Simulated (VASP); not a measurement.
Input of a VASP 6.6.1 run:

Contents of INCAR:

```
ALGO = Normal
EDIFF = 1E-6
ENCUT = 520
GGA = PE
ISIF = 2
ISMEAR = 0
LASPH = True
LCHARG = False
LREAL = False
LWAVE = False
NBANDS = 29
NELM = 80
PREC = Accurate
SIGMA = 0.2
```

File KPOINTS:

```
k-points
0
Gamma
  3 3 5
```

File POSCAR:

```
Sb2Pt
1.0
    5.4067567763      0.0000000000      0.0000000000
    0.0000000000      6.5745557881      0.0000000000
    0.0000000000      0.0000000000      4.1181455710
Sb Pt
4 2
Direct
    0.2130702579      0.3685915216      0.0000000000
    0.7869297421      0.6314084784      0.0000000000
    0.7130702579      0.1314084784      0.5000000000
    0.2869297421      0.8685915216      0.5000000000
    0.0000000000      0.0000000000      0.0000000000
    0.5000000000      0.5000000000      0.5000000000
```

Potentials or basis: VASP PAW PBE potentials, release 64 (Sb, Pt).

Command:

```sh
$ cat potpaw_PBE.64/Sb/POTCAR potpaw_PBE.64/Pt/POTCAR > POTCAR
$ mpirun -np 1 vasp_std > vasp.out
```

(1) Estimate the pressure.

(2) Predict the band gap on the k mesh.

(3) What does it give for the largest force?

Answers

(1) -0.3 GPa.

(2) zero (bands 20 and 21 overlap by 0.84 eV).

(3) 0.071 eV/Å.

Caveat: the k points lie up to 0.39 Å⁻¹ apart, too coarse for converged energies and pressures of a metal; spin-orbit coupling is left out, which moves the levels of the heavy elements.
